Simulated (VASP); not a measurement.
Wanted: the native input for a VASP 6.6.1 run.

```
Task                   : single point
Functional             : r2SCAN
Dispersion             : rVV10
Potentials or basis    : VASP PAW PBE potentials, release 64 (C_h)
Cutoff                 : 1430 eV
k mesh                 : 8 × 8 × 8
Occupations            : gaussian, width 0.01 eV
Spin                   : no spin polarisation
Dipole correction      : no
Further INCAR settings : ALGO = Normal; EDIFF = 1e-06; NBANDS = 11
```

Crystal: C.

```
C
1.0
     0.00000    1.77894    1.77894
     1.77894    0.00000    1.77894
     1.77894    1.77894    0.00000
C
2
Direct
  0.00000 0.00000 0.00000
  0.25000 0.25000 0.25000
```

These files were run (other wordings do the same):

POSCAR

```
C
1.0
    0.0000000000      1.7789379927      1.7789379927
    1.7789379927      0.0000000000      1.7789379927
    1.7789379927      1.7789379927      0.0000000000
C
2
Direct
    0.0000000000      0.0000000000      0.0000000000
    0.2500000000      0.2500000000      0.2500000000
```

INCAR.step1

```
SYSTEM = C
  ALGO = Normal
  EDIFF = 1E-5
  ENCUT = 1430
  GGA = PE
  GGA_COMPAT = .False.
  ISMEAR = 0
  LASPH = .True.
  LCHARG = .False.
  LREAL = .False.
  LWAVE = .True.
  NBANDS = 11
  NELM = 120
  PREC = Accurate
  SIGMA = 0.01
```

INCAR.step2

```
SYSTEM = C
  ALGO = Normal
  BPARAM = 11.95
  CPARAM = 0.0093
  EDIFF = 1E-6
  ENCUT = 1430
  GGA_COMPAT = .False.
  ISIF = 2
  ISMEAR = 0
  ISTART = 1
  IVDW_NL = 2
  LASPH = .True.
  LCHARG = .True.
  LELF = .True.
  LMIXTAU = .True.
  LREAL = .False.
  LUSE_VDW = .True.
  LVHAR = .True.
  LWAVE = .False.
  METAGGA = R2SCAN
  NBANDS = 11
  NELM = 120
  PREC = Accurate
  SIGMA = 0.01
```

KPOINTS

```
k-points
0
Gamma
  8 8 8
  0 0 0
```

Potentials or basis: VASP PAW PBE potentials, release 64 (C_h).

The run is started by

```bash
$ cat potpaw_PBE.64/C_h/POTCAR > POTCAR
$ cp INCAR.step1 INCAR
$ mpirun -np 1 vasp_std > vasp.out
$ cp INCAR.step2 INCAR
$ mpirun -np 1 vasp_std > vasp.out
```

It gave:

```
Pressure               : -0.7 GPa
Band gap on the k mesh : 4.34 eV (least direct gap 5.89 eV)
```

Caveat: the PAW data sets were made with another functional, which shifts forces and pressure a little.

It took 42 s on 1 thread of AMD EPYC 9R45 96-Core Processor (Zen 5), on a shared host, peak memory 0.28 GiB.
